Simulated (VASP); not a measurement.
Wanted: the native input for a VASP 6.6.1 run.

```yaml
Task: single point
Functional: r2SCAN
Potentials_or_basis: VASP PAW PBE potentials, release 64 (Cs_sv, I)
Cutoff: 550 eV
k_mesh: 8 × 8 × 8
Occupations: gaussian, width 0.05 eV
Spin: no spin polarisation
Dipole_correction: no
Further_INCAR_settings: ALGO = Normal; EDIFF = 1e-06; NBANDS = 15
```

CsI:

```
Cs I
1.0
     4.66547    0.00000    0.00000
     0.00000    4.66547    0.00000
     0.00000    0.00000    4.66547
Cs I
1 1
Direct
  0.00000 0.00000 0.00000
  0.50000 0.50000 0.50000
```

One way to write it, as run:

POSCAR

```
CsI
1.0
    4.6654673611      0.0000000000      0.0000000000
    0.0000000000      4.6654673611      0.0000000000
    0.0000000000      0.0000000000      4.6654673611
Cs I
1 1
Direct
    0.0000000000      0.0000000000      0.0000000000
    0.5000000000      0.5000000000      0.5000000000
```

INCAR.step1

```
SYSTEM = CsI
PREC = Accurate
ENCUT = 550
ISMEAR = 0
SIGMA = 0.05
LREAL = .False.
LASPH = .True.
NELM = 120
NBANDS = 15
GGA = PE
ALGO = Normal
EDIFF = 1E-5
LWAVE = .True.
LCHARG = .False.
GGA_COMPAT = .False.
```

INCAR.step2

```
SYSTEM = CsI
PREC = Accurate
ENCUT = 550
EDIFF = 1E-6
ISMEAR = 0
SIGMA = 0.05
LREAL = .False.
LASPH = .True.
NELM = 120
ALGO = Normal
ISIF = 2
LWAVE = .False.
LCHARG = .True.
METAGGA = R2SCAN
LMIXTAU = .True.
LELF = .True.
LVHAR = .True.
NBANDS = 15
ISTART = 1
GGA_COMPAT = .False.
```

KPOINTS

```
Automatic mesh
0
Gamma
  8 8 8
  0 0 0
```

Potentials or basis: VASP PAW PBE potentials, release 64 (Cs_sv, I).

Launch:

```sh
$ cat potpaw_PBE.64/Cs_sv/POTCAR potpaw_PBE.64/I/POTCAR > POTCAR
$ cp INCAR.step1 INCAR
$ mpirun -np 1 vasp_std > vasp.out
$ cp INCAR.step2 INCAR
$ mpirun -np 1 vasp_std > vasp.out
```

Results of the run:

- Pressure: -0.4 GPa
- Band gap on the k mesh: 4.37 eV (least direct gap 4.47 eV)

Caveat: the PAW data sets were made with another functional, which shifts forces and pressure a little; spin-orbit coupling is left out, which moves the levels of the heavy elements.

Run time: 84 s on 1 thread of AMD EPYC 9R45 96-Core Processor (Zen 5), with other jobs on the host, peak memory 0.21 GiB.
